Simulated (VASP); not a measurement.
# Si24C23 (a cell with a defect) in VASP: single point with PBE

Aim: the single point of Si24C23 (a cell with a defect) with PBE.

Everything below comes from runs of VASP 6.6.1. Logs are shortened: lines on timing, memory, paths and dates and some standing lists are left out, and cuts for length are marked.

## 1. The cell of the first run

The cell holds a defect, 47 atoms: a = 7.999 Å, b = 7.999 Å, c = 7.999 Å, α = 84.05°, β = 84.05°, γ = 84.05°.

## 2. Single point, PBE (atoms taken out, then relaxed in part)

Input file INCAR:

```
SYSTEM = Si24C23
PREC     = Accurate       ! precision mode
ENCUT    = 520            ! plane-wave cutoff, eV
EDIFF    = 1E-6           ! SCF threshold, eV
ISMEAR   = 0              ! smearing method
SIGMA    = 0.01           ! smearing width, eV
LREAL    = Auto         
LASPH    = .TRUE.         ! aspherical terms in the spheres
NELM     = 60             ! most SCF steps
ALGO     = Normal         ! electronic algorithm
ISIF     = 2              ! what is computed and relaxed
LWAVE    = .FALSE.        ! write WAVECAR
LCHARG   = .FALSE.        ! write CHGCAR
GGA      = PE             ! functional
NBANDS   = 123            ! bands
```

Input file KPOINTS:

```
Automatic mesh
0
G
  2 2 2
  0 0 0
```

Input file POSCAR:

```
Si24C23
1.0
   -6.1838730361      0.0000000000     -5.0742922873
    3.0919365181      5.3553911431     -5.0742922873
    3.0919365181     -5.3553911431     -5.0742922873
Si C
24 23
Direct
    0.6676143700      0.3342810366      0.5009477033
    0.3315137624     -0.0018195709      0.1648470957
    0.5010902124      0.1680113630      0.8307071724
   -0.0026261609      0.1677568790      0.3346780296
    0.5013446963      0.6640405057      0.3344235457
    0.1660534623      0.3336243999      0.0003049495
    0.8339475830      0.0033981241      0.6661909399
    0.6669577333      0.8336382829     -0.0006132043
    0.3367314575      0.4995242732      0.6672809164
    0.1669716162      0.8327201290      0.5002910666
    0.8328576066      0.5006142497      0.1700647908
    0.0011275616      0.6677942283      0.8344608950
    0.3356852956      0.1636011700      0.4902415839
   -0.0026950649      0.8337044502      0.1680161521
    0.1670377835      0.0013494854      0.8306382684
    0.6569082506      0.0023519623      0.3302678366
    0.1671542929      0.4992439079      0.3337516589
    0.8325772413      0.1670849922      0.0004876263
    0.5004183255      0.8338209596      0.6659105746
    0.3346828188      0.6639716018      0.0003711169
    0.0038545293      0.3336269606      0.6667646851
    0.8334313518      0.6705211960      0.5002936273
    0.4969345033      0.3235749172      0.1690186289
    0.6669602939      0.5000980185      0.8371878627
    0.2070118557      0.8736785224      0.0403451891
    0.3779038009      0.0434254922      0.7024166854
    0.8690833520      0.0445704676      0.2100921589
    0.3767588256      0.5357500187      0.2112371343
    0.0415623467      0.2083677706      0.8757266749
    0.7060372998      0.8815680266      0.5408617308
    0.5417011039      0.7090600082      0.8748956800
    0.2149013599      0.3741950641      0.5393706332
    0.0423933415      0.7082290133      0.3750344373
    0.7075283975      0.3727039665      0.0482346933
    0.8763749351      0.5430416018      0.7097082685
    0.5435226968      0.3773617659      0.7126455203
    0.2047873047      0.0396221594      0.3724305386
    0.3729554927      0.2057638720      0.0381206380
    0.8793121869      0.2101893635      0.5440284326
    0.3756452370      0.7082309830      0.5416605768
    0.0415643164      0.3749939102      0.2089785704
    0.7083272435      0.0423119037      0.8748976497
    0.5390972053      0.8714539713      0.2062888261
    0.2088368437      0.5410550861      0.8748839108
    0.0415505775      0.8755035103      0.7077217528
    0.7106950992      0.5459788536      0.3768560302
    0.8743884195      0.7082172442      0.0421701770
```

Potentials or basis: VASP PAW PBE potentials, release 64 (Si, C).

Command:

```
> cat potpaw_PBE.64/Si/POTCAR potpaw_PBE.64/C/POTCAR > POTCAR
> mpirun -np 1 vasp_std > vasp.out
```

OUTCAR:

```text
SYSTEM = Si24C23
   PREC = Accurate
   ENCUT = 520
   EDIFF = 1E-6
   ISMEAR = 0
   LREAL = Auto
   LASPH = .TRUE.
   NELM = 60
   ISIF = 2
   GGA = PE

 ion  position               nearest neighbor table
   1  0.668  0.334  0.501-  39 1.92  46 1.92  36 1.92   3 3.07   4 3.07   5 3.07   7 3.07   9 3.07
                            11 3.07  21 3.12  22 3.12  24 3.12  16 3.12  13 3.12  23 3.12
   2  0.332  0.998  0.165-  37 1.89  38 1.89  43 1.89  25 1.90  23 3.04  16 3.04  13 3.04   6 3.09
                             8 3.09  10 3.09  20 3.10  14 3.10  15 3.10   4 3.12   3 3.12   5 3.12
   3  0.501  0.168  0.831-  36 1.88  38 1.89  42 1.89  26 1.91   9 3.06   1 3.07   7 3.08  23 3.09
                            24 3.10  18 3.10  19 3.10   8 3.10  15 3.11   6 3.11   2 3.12
   4  0.997  0.168  0.335-  39 1.88  37 1.89  41 1.89  27 1.91   7 3.06   1 3.07  11 3.08  13 3.09
                            21 3.10  17 3.10  18 3.10   6 3.10  14 3.11  10 3.11   2 3.12
   5  0.501  0.664  0.334-  46 1.88  43 1.89  40 1.89  28 1.91  11 3.06   1 3.07   9 3.08  16 3.09
                            22 3.10  19 3.10  17 3.10  10 3.10  20 3.11   8 3.11   2 3.12
   6  0.166  0.334  0.000-  38 1.89  44 1.89  41 1.89  29 1.90  23 3.08  21 3.09  20 3.09  12 3.09
                             2 3.09  17 3.10   9 3.10  11 3.10   4 3.10  18 3.10  15 3.11   3 3.11
   7  0.834  0.003  0.666-  39 1.88  42 1.89  45 1.90  30 1.90   4 3.06   1 3.07   3 3.08  15 3.09
                            21 3.09  18 3.10  22 3.10  10 3.10   8 3.10  12 3.11  19 3.12
   8  0.667  0.834  0.999-  43 1.89  47 1.89  42 1.89  31 1.90  16 3.08  24 3.09  14 3.09  12 3.09
                             2 3.09  18 3.10  11 3.10   7 3.10   3 3.10  19 3.10  20 3.11   5 3.11
   9  0.337  0.500  0.667-  36 1.88  40 1.89  44 1.90  32 1.90   3 3.06   1 3.07   5 3.08  20 3.09
[... 52 lines left out ...]
  46  0.711  0.546  0.377-   5 1.88  22 1.88  11 1.88   1 1.92
  47  0.874  0.708  0.042-   8 1.89  12 1.89  14 1.90  11 1.90

  LATTYP: Found a trigonal (rhomboedric) cell.
 ALAT       =     7.9992954654
 COS(alpha) =     0.1035854215

  Lattice vectors:

 A1 = (  -6.1838730361,   0.0000000000,  -5.0742922873)
 A2 = (   3.0919365181,   5.3553911431,  -5.0742922873)
 A3 = (   3.0919365181,  -5.3553911431,  -5.0742922873)

Analysis of symmetry for initial positions (statically):
=====================================================================
 Subroutine PRICEL returns:
 Original cell was already a primitive cell.

 Routine SETGRP: Setting up the symmetry group for a
 trigonal (rhombohedral) supercell.

 Subroutine GETGRP returns: Found  3 space group operations
 (whereof  1 operations were pure point group operations)
 out of a pool of 12 trial point group operations.

The static configuration has the point symmetry C_1 .
 The point group associated with its full space group is C_3 .

Analysis of symmetry for dynamics (positions and initial velocities):
[... 195 lines left out ...]
   EFERMI =   0.00;   METHOD = LEGACY
   ISMEAR =     0;   SIGMA  =   0.01  broadening in eV -4-tet -1-fermi 0-gaus
   EFERMI_NEDOS =   21; number of points for ismear=-14 and -15
   IALGO  =     38    algorithm
   IMIX   =      4    mixing-type and parameters
     AMIX     =   0.40;   BMIX     =  1.00
     AMIX_MAG =   1.60;   BMIX_MAG =  1.00
  volume/ion in A,a.u.               =      10.73        72.38
  Fermi-wavevector in a.u.,A,eV,Ry     =   1.178360  2.226777 18.892125  1.388532
  Thomas-Fermi vector in A             =   2.314690
   LORBIT       =      0    0 simple, 1 ext, 2 COOP (PROOUT), +10 PAW based schemes
   GGA     = PE    functional components
   LHFCALC =     F    Hartree Fock is set to
   AEXX    =    0.0000 exact exchange contribution
   IVDW    =     0    specifies the selected vdW correction
   LEPSILON=     F    determine dielectric tensor
   LRPA    =     F    only Hartree local field effects (RPA)
 non-spin polarized calculation
 Gauss-broadening in eV      SIGMA  =   0.01
  energy-cutoff  :      520.00
  volume of cell :      504.14
 maximum number of plane-waves:     13596
 NGX is ok and might be reduce to    60
   NGX = 29   NGY = 29   NGZ = 29

 number of electron     187.9999988 magnetization

 Free energy of the ion-electron system (eV)
  ---------------------------------------------------
  ext. energy  EPLUGINS =         0.00000000
  ---------------------------------------------------
  free energy    TOTEN  =      -347.22850527 eV

  energy without entropy =     -347.22656944  energy(sigma->0) =     -347.22753735

 E-fermi :   9.7442     XC(G=0): -11.2295

 val. band max:        9.5839220175   @ k =   0.5000   0.5000   0.0000
 cond. band min:       9.7472875714   @ k =   0.5000   0.5000   0.0000
 fundamental gap:      0.1633655539
 Fermi energy:         9.7442330754

 k-point     1 :       0.0000    0.0000    0.0000
  band No.  band energies     occupation
      1      -7.4232      2.00000
      2      -5.6097      2.00000
      3      -5.6097      2.00000
      4      -5.5839      2.00000
      5      -5.5839      2.00000
      6      -5.5463      2.00000
[... 425 lines left out ...]
    105      13.0825      0.00000
    106      13.0825      0.00000
 [bands above 106 left out]

------------------------ aborting loop because EDIFF is reached ----------------------------------------

  FORCE on cell =-STRESS in cart. coord.  units (eV):
  Direction    XX          YY          ZZ          XY          YZ          ZX
  --------------------------------------------------------------------------------------
  -------------------------------------------------------------------------------------
  Total       -8.5316385     -8.5316385     11.1152591      0.0000000      0.0000000     -0.0000000
  in kB      -27.1140589    -27.1140589     35.3249599      0.0000000      0.0000000     -0.0000000
  external PRESSURE =      -6.3010526 kB  Pullay stress =       0.0000000 kB

 VOLUME and BASIS-vectors are now :
 -----------------------------------------------------------------------------
  energy-cutoff  :      520.00
  volume of cell :      504.14
      direct lattice vectors                 reciprocal lattice vectors
    -6.183873036  0.000000000 -5.074292287    -0.107807302  0.000000000 -0.065690606
     3.091936518  5.355391143 -5.074292287     0.053903651  0.093363862 -0.065690606
     3.091936518 -5.355391143 -5.074292287     0.053903651 -0.093363862 -0.065690606

 POSITION                                       TOTAL-FORCE (eV/Angst)
 -----------------------------------------------------------------------------------
     -1.54597     -0.89257     -7.62587        -0.000000      0.000000      0.006795
      1.54597      4.46283     -7.58374        -0.000000      0.000000      0.007489
     -0.01070     -3.54900     -7.61047        -0.002937      0.005766      0.001785
     -4.61414     -0.89393     -7.61047         0.006462     -0.000340      0.001785
     -0.01306      1.76523     -7.61047        -0.003525     -0.005427      0.001785
      0.00563      1.78506     -2.53706         0.003974     -0.000056      0.004162
[... 39 lines left out ...]
     -1.54150      0.90572     -8.28901         0.002484      0.008146      0.004295
     -3.08696      3.56694     -8.24459        -0.003076      0.004238      0.001223
 -----------------------------------------------------------------------------------
    total drift:                                0.000002     -0.000001     -0.046410

  FREE ENERGIE OF THE ION-ELECTRON SYSTEM (eV)
  ---------------------------------------------------
  free  energy   TOTEN  =      -347.2285052653 eV

  energy  without entropy=     -347.2265694354  energy(sigma->0) =     -347.22753735
```

Run time: 3.2 min. Hardware: 1 thread of Intel Xeon 6975P-C (Granite Rapids), shared host; peak memory 0.54 GiB.

Results:

* Free energy: -347.2285 eV
* Pressure: -0.6 GPa
* Largest force: 0.015 eV/Å
* Band gap on the k mesh: zero (bands 94 and 95 overlap by 0.05 eV)

Forces in eV/Å, atoms in the order of the input:
```
Si   0.000  0.000  0.007
Si   0.000  0.000  0.007
Si  -0.003  0.006  0.002
Si   0.006  0.000  0.002
Si  -0.004 -0.005  0.002
Si   0.004  0.000  0.004
Si   0.002  0.006 -0.001
Si  -0.002  0.003  0.004
Si  -0.006 -0.001 -0.001
Si  -0.002 -0.003  0.004
Si   0.004 -0.005 -0.001
Si   0.000  0.000 -0.009
Si   0.005 -0.001  0.001
Si   0.004 -0.004  0.003
Si   0.001  0.005  0.003
Si  -0.003 -0.004  0.001
Si  -0.001 -0.004 -0.002
Si   0.005  0.001 -0.002
Si  -0.003  0.003 -0.002
Si  -0.005 -0.001  0.003
Si  -0.005 -0.004  0.006
Si  -0.001  0.006  0.006
Si  -0.002  0.005  0.001
Si   0.006 -0.002  0.006
C    0.000  0.000  0.002
C    0.001 -0.007  0.000
C   -0.006  0.003  0.000
C    0.006  0.004  0.000
C   -0.001  0.001 -0.003
C    0.002 -0.004 -0.014
C    0.000 -0.001 -0.003
C    0.002  0.004 -0.014
C    0.001  0.000 -0.003
C   -0.005  0.000 -0.014
C    0.000  0.000 -0.006
C    0.006 -0.006  0.004
C   -0.006  0.003 -0.003
C    0.000 -0.006 -0.003
C   -0.008 -0.002  0.004
C    0.005  0.003  0.001
C   -0.005  0.002  0.001
C    0.000 -0.006  0.001
C    0.005  0.003 -0.003
C    0.005  0.001  0.001
C   -0.002 -0.005  0.001
C    0.002  0.008  0.004
C   -0.003  0.004  0.001
```

Stress tensor (GPa, compression positive):
```
-2.71  0.00  0.00
 0.00 -2.71  0.00
 0.00  0.00  3.53
```

Levels at points of the mesh, in eV from the Fermi level:
```
           k point  band 92  band 93  band 94  band 95  band 96  band 97
(0.00, 0.00, 0.00)    -2.10    -2.10    -0.26     0.19     0.19     0.98
(0.50, 0.00, 0.00)    -2.39    -2.26    -0.34     0.02     0.13     1.73
(0.50, 0.50, 0.00)    -2.58    -2.40    -0.16     0.00     0.11     1.38
(0.50, 0.50, 0.50)    -2.49    -2.49     0.06     0.06     0.16     1.22
```

Caveat: the k points lie up to 0.40 Å⁻¹ apart; the cell differs from its parent crystal (atoms taken out, then relaxed in part).

The gap in the log of VASP goes by the Fermi energy; the results here count the filled bands.